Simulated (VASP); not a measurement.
InP, 2 atoms in the cell. It takes space group I-4m2 (No. 119, tetragonal). The conventional cell has a = 4.214 Å, b = 4.214 Å, c = 5.781 Å, α = 90.00°, β = 90.00°, γ = 90.00°. In (site symmetry -4m2) has 4 P at 2.56 Å within 3.4 Å. P (site symmetry -4m2) has 4 In at 2.56 Å within 3.4 Å.  This cell differs from its parent crystal: strain +0.000 along x and y, -0.030 along z.

* Program: VASP 6.6.1
* Task: single point
* Functional: PBE
* Potentials or basis: VASP PAW PBE potentials, release 64 (In_d, P)
* Cutoff: 520 eV
* k mesh: 10 × 10 × 10
* Occupations: gaussian, width 0.05 eV
* Spin: no spin polarisation
* Dipole correction: no
* Further INCAR settings: ALGO = Normal; EDIFF = 1e-06; NBANDS = 16

Potentials or basis: VASP PAW PBE potentials, release 64 (In_d, P).

Launch:

```console
$ cat potpaw_PBE.64/In_d/POTCAR potpaw_PBE.64/P/POTCAR > POTCAR
$ mpirun -np 1 vasp_std > vasp.out
```

Hardware: 1 thread of AMD EPYC 7R13 (shared host).

**Question.** How long does it take, and how much memory?

**Answer.** It took 2.1 min on 1 thread of AMD EPYC 7R13, on a shared host, peak memory 0.2 GiB. Counts: scf iterations 12, k points 102.
